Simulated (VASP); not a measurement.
A run of VASP 6.6.1 is set up as follows.

File INCAR:

```
ALGO = Normal
EDIFF = 1E-6
ENCUT = 500
GGA = PS
GGA_COMPAT = False
ISIF = 2
ISMEAR = -1
LASPH = True
LCHARG = False
LREAL = False
LWAVE = False
NBANDS = 11
NELM = 120
PREC = Accurate
SIGMA = 0.02
```

File KPOINTS:

```
k-points
0
Gamma
  8 8 8
```

POSCAR

```
AlAs
1.0
    0.0000000000      2.8371980175      2.8371980175
    2.8371980175      0.0000000000      2.8371980175
    2.8371980175      2.8371980175      0.0000000000
Al As
1 1
Direct
    0.0000000000      0.0000000000      0.0000000000
    0.2500000000      0.2500000000      0.2500000000
```

Potentials or basis: VASP PAW PBE potentials, release 64 (Al, As).

Command:

```sh
$ cat potpaw_PBE.64/Al/POTCAR potpaw_PBE.64/As/POTCAR > POTCAR
$ mpirun -np 1 vasp_std > vasp.out
```

Question: Predict the band gap on the k mesh.

Answer: 1.33 eV, indirect (least direct gap 1.92 eV).

Question: Predict the pressure.

Answer: 0.3 GPa.

Caveat: the PAW data sets were made with another functional, which shifts forces and pressure a little. A hybrid or GW would open this gap; PBEsol tends to underestimate it.
